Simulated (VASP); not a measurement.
Write the native input for VASP 6.6.1 that does the following.

```yaml
Task: single point
Functional: revPBE
Potentials_or_basis: VASP PAW PBE potentials, release 64 (Pb_d)
Cutoff: 520 eV
k_mesh: 7 × 7 × 10
Occupations: fermi-dirac, width 0.1 eV
Spin: no spin polarisation
Dipole_correction: no
Further_INCAR_settings: ALGO = Normal; EDIFF = 1e-06; NBANDS = 28
```

The structure of Pb lies in POSCAR:

```
Pb
1.0
    5.8282306678      0.0000000000      0.0000000000
   -2.9141153339      5.0473958174      0.0000000000
    0.0000000000      0.0000000000      3.5180193443
Pb
3
Direct
    0.0000000000      0.0000000000      0.0000000000
    0.3333333333      0.6666666667      0.5000000000
    0.6666666667      0.3333333333      0.5000000000
```

This cell differs from its parent crystal: volume scaled by 1.04.

The input as run:

INCAR

```
SYSTEM = Pb
PREC = Accurate ; ENCUT = 520
EDIFF = 1E-6 ; ISMEAR = -1
SIGMA = 0.1 ; LREAL = .FALSE.
LASPH = .TRUE. ; NELM = 60
ALGO = Normal ; ISIF = 2
LWAVE = .FALSE. ; LCHARG = .FALSE.
GGA = RE ; NBANDS = 28
```

KPOINTS

```
regular mesh
0
G
  7 7 10
  0 0 0
```

Potentials or basis: VASP PAW PBE potentials, release 64 (Pb_d).

Run with:

```sh
$ cat potpaw_PBE.64/Pb_d/POTCAR > POTCAR
$ mpirun -np 1 vasp_std > vasp.out
```

Results of the run:

* Pressure: -1.2 GPa
* Band gap on the k mesh: zero (band 21 reaches 7.66 eV, above the bottom of band 22 at 4.30 eV)

Caveat: the PAW data sets were made with another functional, which shifts forces and pressure a little; spin-orbit coupling is left out, which moves the levels of the heavy elements.

Run time: 2.4 min on 1 thread of AMD EPYC 7R43 64-Core Processor (Zen 3) (shared host), peak memory 0.26 GiB.
